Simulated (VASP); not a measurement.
# BN: single point with PBE

Crystal: BN.

```
CELL_PARAMETERS angstrom
4.32320 0.00000 0.00000
0.00000 4.32320 0.00000
0.00000 0.00000 2.24330
ATOMIC_POSITIONS crystal
B 0.17428 0.82572 0.50000
B 0.32572 0.32572 0.00000
B 0.67428 0.67428 0.00000
B 0.82572 0.17428 0.50000
N 0.81261 0.81261 0.50000
N 0.31261 0.68739 0.00000
N 0.68739 0.31261 0.00000
N 0.18739 0.18739 0.50000
```

* Program: VASP 6.6.1
* Task: single point
* Functional: PBE
* Potentials or basis: VASP PAW PBE potentials, release 64 (B, N)
* Cutoff: 520 eV
* k mesh: 6 × 6 × 10
* Occupations: gaussian, width 0.05 eV
* Spin: no spin polarisation
* Dipole correction: no
* Further INCAR settings: ALGO = Normal; EDIFF = 1e-07; NBANDS = 26

```json
{
  "Pressure": "94.7 GPa",
  "Largest force": "1.641 eV/Å",
  "Band gap on the k mesh": "4.21 eV, indirect (least direct gap 6.00 eV)"
}
```

Forces in eV/Å, atoms in the order of the input:
```
B   -1.049  1.049  0.000
B    1.049  1.049  0.000
B   -1.049 -1.049  0.000
B    1.049 -1.049  0.000
N    1.160  1.160  0.000
N    1.160 -1.160  0.000
N   -1.160  1.160  0.000
N   -1.160 -1.160  0.000
```

Stress tensor (GPa, compression positive):
```
 45.45   0.00   0.00
  0.00  45.45   0.00
  0.00   0.00 193.14
```

Levels at points of the mesh, in eV from the valence-band top:
```csv
k point,band 14,band 15,band 16,band 17,band 18,band 19
"(0.00, 0.00, 0.00)",-0.72,-0.34,0.00,7.36,7.36,8.19
"(0.50, 0.00, 0.00)",-1.99,-0.94,-0.94,7.35,7.35,9.02
"(0.50, 0.50, 0.00)",-2.42,-1.89,-1.89,7.30,7.30,10.61
"(0.00, 0.00, 0.50)",-5.34,-3.94,-3.94,6.20,6.20,10.39
"(0.50, 0.00, 0.50)",-4.18,-3.26,-3.26,6.98,6.98,8.71
"(0.50, 0.50, 0.50)",-3.47,-3.36,-3.36,6.37,6.37,7.09
```

Run time: 20 s on 1 thread of Intel(R) Xeon(R) 6975P-C (Granite Rapids) (shared host), peak memory 0.17 GiB.

Caveat: forces of over 1 eV/Å act on the atoms, so gaps and moduli don't describe the material at rest. A k mesh can miss the band edges.
